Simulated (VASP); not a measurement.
Write the native input for VASP 6.6.1 that does the following.

- Task: single point
- Functional: PBEsol
- Potentials or basis: VASP PAW PBE potentials, release 64 (V_sv, H)
- Cutoff: 520 eV
- k mesh: 18 × 18 × 18
- Occupations: gaussian, width 0.1 eV
- Spin: no spin polarisation
- Dipole correction: no
- Further INCAR settings: ALGO = Normal; EDIFF = 1e-06; NBANDS = 14

The structure of VH2 lies in POSCAR:

```
VH2
1.0
    0.0000000000      2.0395847124      2.0395847124
    2.0395847124      0.0000000000      2.0395847124
    2.0395847124      2.0395847124      0.0000000000
V H
1 2
Direct
    0.0000000000      0.0000000000      0.0000000000
    0.2500000000      0.2500000000      0.2500000000
    0.7500000000      0.7500000000      0.7500000000
```

This cell differs from its parent crystal: volume scaled by 0.94.

These files were run (other wordings do the same):

INCAR

```
SYSTEM = VH2
PREC = Accurate ; ENCUT = 520
EDIFF = 1E-6 ; ISMEAR = 0
SIGMA = 0.1 ; LREAL = .False.
LASPH = .True. ; NELM = 100
ALGO = Normal ; ISIF = 2
LWAVE = .False. ; LCHARG = .False.
GGA = PS ; NBANDS = 14
```

KPOINTS

```
regular mesh
0
Gamma
  18 18 18
  0 0 0
```

Potentials or basis: VASP PAW PBE potentials, release 64 (V_sv, H).

Run with:

```console
$ cat potpaw_PBE.64/V_sv/POTCAR potpaw_PBE.64/H/POTCAR > POTCAR
$ mpirun -np 1 vasp_std > vasp.out
```

Results of the run:

```yaml
Pressure: 13.5 GPa
```

Caveat: the PAW data sets were made with another functional, which shifts forces and pressure a little.

Wall time 21 s on 1 thread of AMD EPYC 9R45 96-Core Processor (Zen 5) (shared host), peak memory 0.14 GiB.
